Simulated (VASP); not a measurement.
A run of VASP 6.6.1:

INCAR

```
  PREC = Accurate
  ENCUT = 520
  EDIFF = 1E-7
  ISMEAR = 0
  SIGMA = 0.02
  LREAL = F
  LASPH = T
  ALGO = Normal
  NELM = 100
  ISIF = 2
  LWAVE = F
  LCHARG = F
  IVDW = 1
```

The input KPOINTS:

```
k-points
0
Gamma
  6 6 6
```

Contents of POSCAR:

```
Bi2Se3
1.0
    2.0715000000      1.1959810826      9.5453333333
   -2.0715000000      1.1959810826      9.5453333333
    0.0000000000     -2.3919621653      9.5453333333
Bi Se
2 3
Direct
    0.5992000000      0.5992000000      0.5992000000
    0.4008000000      0.4008000000      0.4008000000
    0.7883000000      0.7883000000      0.7883000000
    0.2117000000      0.2117000000      0.2117000000
    0.0000000000      0.0000000000      0.0000000000
```

Potentials or basis: VASP PAW PBE potentials, release 64 (Bi_d, Se).

Command:

```sh
$ cat potpaw_PBE.64/Bi_d/POTCAR potpaw_PBE.64/Se/POTCAR > POTCAR
$ mpirun -np 1 vasp_std > vasp.out
```

Hardware: 1 thread of Intel(R) Xeon(R) 6975P-C (Granite Rapids), with other jobs on the host.

**Question.** Estimate the wall time of this run.

**Answer.** It took 7.6 min on 1 thread of Intel(R) Xeon(R) 6975P-C (Granite Rapids), on a shared host, peak memory 0.93 GiB. Counts: scf iterations 16, k points 32.
